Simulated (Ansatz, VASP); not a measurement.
# Ag in VASP and in Ansatz

```
Ag
1.0
     2.90521    0.00000    0.00000
    -1.45260    2.51598    0.00000
     0.00000    0.00000    9.46699
Ag
4
Cartesian
  0.0044 1.6756 2.3788
  1.4358 0.8524 7.0881
  0.0265 -0.0015 0.0261
  -0.0141 -0.0105 4.7074
```

Change from the starting cell: all atoms moved at random, sigma 0.02 Å a component.

Alike in both runs: task single point; functional r2SCAN; k mesh 12 × 12 × 4; occupations gaussian, width 0.15 eV; no spin polarisation.

```csv
,VASP,Ansatz
version,VASP 6.6.1,Ansatz 0.2.0
potentials or method,"VASP PAW PBE potentials, release 64 (Ag), cutoff 520 eV","scalar-relativistic, plane waves, PAW"
valence electrons in the cell,44,76
```

Ansatz gave:

| Item | Value |
| --- | --- |
| gap on the k mesh at the Fermi level (eV) | none |
| pressure (GPa) | 0.2 |
| traceless stress, the component that is largest in VASP (GPa) | -0.25 |
| rms of the force components (eV/Å) | 0.069 |

Task: Estimate VASP's values.

Result: gap on the k mesh at the Fermi level (eV): none; pressure (GPa): 0.3; traceless stress, the component that is largest in VASP (GPa): -0.25; rms of the force components (eV/Å): 0.070.

VASP's potentials were made for PBE, not for r2SCAN. Atom by atom the forces differ by 0.001 eV/Å (rms over components). A gap of «none» marks a metal or a gap that the smearing closes. VASP's potentials hold 44 valence electrons a cell and Ansatz's 76, so a difference there can come from the potentials and not from the codes.
